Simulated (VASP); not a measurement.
A run of VASP 6.6.1:

The input INCAR:

```
SYSTEM = W
PREC = Accurate ; ENCUT = 600
EDIFF = 1E-7 ; ISMEAR = -1
SIGMA = 0.08 ; LREAL = .FALSE.
LASPH = .TRUE. ; NELM = 80
ALGO = Normal ; ISIF = 3
LWAVE = .FALSE. ; LCHARG = .FALSE.
GGA = PS ; IBRION = 2
NSW = 100 ; EDIFFG = -0.002
PSTRESS = 10.0
```

KPOINTS

```
regular mesh
0
G
  24 24 24
  0 0 0
```

File POSCAR:

```
W
1.0
   -1.5770468706      1.5770468706      1.5770468706
    1.5770468706     -1.5770468706      1.5770468706
    1.5770468706      1.5770468706     -1.5770468706
W
1
Direct
    0.0000000000      0.0000000000      0.0000000000
```

Potentials or basis: VASP PAW PBE potentials, release 64 (W_sv).

The run is started by

```console
$ cat potpaw_PBE.64/W_sv/POTCAR > POTCAR
$ mpirun -np 1 vasp_std > vasp.out
```

Hardware: 1 thread of AMD EPYC 7R13 Processor (Zen 3), on a shared host.

**Question.** Estimate the wall time of this run.

**Answer.** Run time: 2.1 min on 1 thread of AMD EPYC 7R13 Processor (Zen 3) (shared host), peak memory 0.19 GiB. Counts: scf iterations 27, k points 413, ion steps 4.
